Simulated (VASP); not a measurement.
A run of VASP 6.6.1 is set up as follows.

Contents of INCAR:

```
SYSTEM = Cu
ALGO = Normal
EDIFF = 1E-8
ENCUT = 520
GGA = PS
ISIF = 2
ISMEAR = -1
LASPH = .True.
LCHARG = .False.
LEFG = .True.
LREAL = .False.
LWAVE = .False.
NBANDS = 12
NELM = 60
PREC = Accurate
SIGMA = 0.03
```

The input KPOINTS:

```
k-points
0
Gamma
  17 17 17
  0 0 0
```

POSCAR

```
Cu
1.0
    0.0000000000      1.8075000000      1.8075000000
    1.8075000000      0.0000000000      1.8075000000
    1.8075000000      1.8075000000      0.0000000000
Cu
1
Direct
    0.0000000000      0.0000000000      0.0000000000
```

Potentials or basis: VASP PAW PBE potentials, release 64 (Cu).

Run with:

```bash
$ cat potpaw_PBE.64/Cu/POTCAR > POTCAR
$ mpirun -np 1 vasp_std > vasp.out
```

What does it give for the pressure?

-6.0 GPa.

Caveat: without QUAD_EFG the Cq values of the log hold for a quadrupole moment of 1 mb, not for the nuclei; the PAW data sets were made with another functional, which shifts forces and pressure a little.
